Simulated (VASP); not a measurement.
Set up this calculation in VASP 6.6.1, as the native input.

- Task: single point
- Functional: revPBE
- Potentials or basis: VASP PAW PBE potentials, release 64 (Na_pv)
- Cutoff: 520 eV
- k mesh: 17 × 17 × 17
- Occupations: fermi-dirac, width 0.1 eV
- Spin: no spin polarisation
- Dipole correction: no
- Further INCAR settings: ALGO = Normal; EDIFF = 1e-06; NBANDS = 10

The structure of Na lies in POSCAR:

```
Na
1.0
   -2.0523170553      2.0523170553      2.0523170553
    2.0523170553     -2.0523170553      2.0523170553
    2.0523170553      2.0523170553     -2.0523170553
Na
1
Direct
    0.0000000000      0.0000000000      0.0000000000
```

The input as run:

INCAR

```
SYSTEM = Na
ALGO = Normal
EDIFF = 1E-6
ENCUT = 520
GGA = RE
ISIF = 2
ISMEAR = -1
LASPH = .TRUE.
LCHARG = .TRUE.
LELF = .TRUE.
LREAL = .FALSE.
LVHAR = .TRUE.
LWAVE = .FALSE.
NBANDS = 10
NELM = 80
PREC = Accurate
SIGMA = 0.1
```

KPOINTS

```
k-points
0
G
  17 17 17
  0 0 0
```

Potentials or basis: VASP PAW PBE potentials, release 64 (Na_pv).

Command:

```bash
$ cat potpaw_PBE.64/Na_pv/POTCAR > POTCAR
$ mpirun -np 1 vasp_std > vasp.out
```

It gave:

* Pressure: 1.1 GPa
* Band gap on the k mesh: zero (an odd number of electrons rules out a gap without spin polarisation)

Caveat: the PAW data sets were made with another functional, which shifts forces and pressure a little.

Wall time 16 s on 1 thread of Intel(R) Xeon(R) 6975P-C (Granite Rapids), on a shared host, peak memory 0.18 GiB.
